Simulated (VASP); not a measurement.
Runs of VASP 6.6.1 on ZnSe4. The structure is that of space group C2 (No. 5), or close to it. The cells are those of the table. 

| task | cell | cutoff (eV) | smearing | gap on the mesh (eV) | pressure (GPa) | largest force (eV/Å) |
| --- | --- | --- | --- | --- | --- | --- |
| single point | a = 4.160, b = 4.160, c = 8.301 Å, angles 103.8, 103.8, 71.2°, 5 atoms | 520 | gaussian 0.01 eV | (a) | 0.1 | 0.03 |
| relaxation of shape and atoms at fixed volume | relaxed from a = 4.063, b = 4.063, c = 8.201 Å, angles 103.9, 103.9, 70.9°, 5 atoms | 600 | gaussian 0.02 eV | 0.67 | 1.7 | 0.01 |
| single point | a = 4.161, b = 4.161, c = 8.299 Å, angles 103.8, 103.8, 71.3°, 5 atoms | 520 | gaussian 0.02 eV | 0.76 | 0.1 | 0.03 |
| single point | a = 4.049, b = 4.049, c = 8.309 Å, angles 104.2, 104.2, 70.2°, 5 atoms | 520 | gaussian 0.02 eV | 0.67 | 1.8 | 0.02 |

Alike in all rows: level PBE; potentials or basis VASP PAW PBE potentials, release 64 (Zn, Se); no spin polarisation; k mesh 8 × 8 × 4.

Q: Fill in the values left out.

A: (a) 0.77.

A k mesh can miss the band edges, and the runs leave out spin-orbit coupling on Se.
